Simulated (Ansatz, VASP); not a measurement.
**AlN: VASP beside Ansatz**

The input POSCAR:

```
AlN
1.0
    0.1071741231      2.2250745950      2.1675300370
    2.0685014751      0.1181545781      2.1565495820
    2.2527133883      2.3983060532     -0.0660573351
Al N
1 1
Direct
   -0.0015515374      0.0040312659     -0.0016331834
    0.7515515374      0.7459687341      0.7516331834
```

INCAR.step1

```
  ALGO = Normal
  EDIFF = 1E-4
  ENCUT = 520
  GGA = PE
  ISMEAR = 0
  LASPH = True
  LCHARG = False
  LREAL = False
  LWAVE = True
  NBANDS = 11
  NELM = 100
  PREC = Accurate
  SIGMA = 0.05
```

File INCAR.step2:

```
  ALGO = Normal
  EDIFF = 1E-7
  ENCUT = 520
  ISIF = 2
  ISMEAR = 0
  ISTART = 1
  LASPH = True
  LCHARG = True
  LELF = True
  LMIXTAU = True
  LREAL = False
  LVHAR = True
  LWAVE = False
  METAGGA = R2SCAN
  NBANDS = 11
  NELM = 100
  PREC = Accurate
  SIGMA = 0.05
```

File KPOINTS:

```
k-points
0
Gamma
  8 8 8
```

Input for Ansatz:

```yaml
crystal:
  lattice:
    - [0.1071741231, 2.225074595, 2.167530037]
    - [2.0685014751, 0.1181545781, 2.156549582]
    - [2.2527133883, 2.3983060532, -0.0660573351]
  atoms:
    - { symbol: Al, position: [-0.0015515374, 0.0040312659, -0.0016331834] }
    - { symbol: "N", position: [0.7515515374, 0.7459687341, 0.7516331834] }
basis:
  ecutwfc: 500
kpoints:
  mp_grid: { grid: [8, 8, 8] }
hamiltonian:
  xc: r2scan
scf:
  occupations: { method: gaussian, width: 0.05 }
output:
  forces: true
  stress: true
  eigenvalues: true
  write_density: true
  write_potential: true
  elf: true
  volumetric_format: npy
```

Change from the starting cell: cell sheared at random, sigma 0.06, atoms nudged by 0.01 Å.

Alike in both runs: task single point; functional r2SCAN; k mesh 8 × 8 × 8; occupations gaussian, width 0.05 eV; no spin polarisation.

|  | VASP | Ansatz |
| --- | --- | --- |
| version | VASP 6.6.1 | Ansatz 0.2.0 |
| potentials or method | VASP PAW PBE potentials, release 64 (Al, N), cutoff 520 eV | scalar-relativistic, plane waves, PAW |
| valence electrons in the cell | 8 | 8 |

Ansatz gave:

```
gap on the k mesh at the Fermi level (eV)                     : 3.22
least direct gap on the mesh (eV)                             : 4.02
pressure (GPa)                                                : 5.8
traceless stress, the component that is largest in VASP (GPa) : -32.58
rms of the force components (eV/Å)                            : 0.839
```

Problem. What did VASP give for the same quantities?

Solution. gap on the k mesh at the Fermi level (eV): 3.21; least direct gap on the mesh (eV): 4.04; pressure (GPa): 5.5; traceless stress, the component that is largest in VASP (GPa): -32.99; rms of the force components (eV/Å): 0.856.

VASP's potentials were made for PBE, not for r2SCAN. Atom by atom the forces differ by 0.018 eV/Å (rms over components). The functional is the same, so the differences come from potentials, cutoffs and numerics.
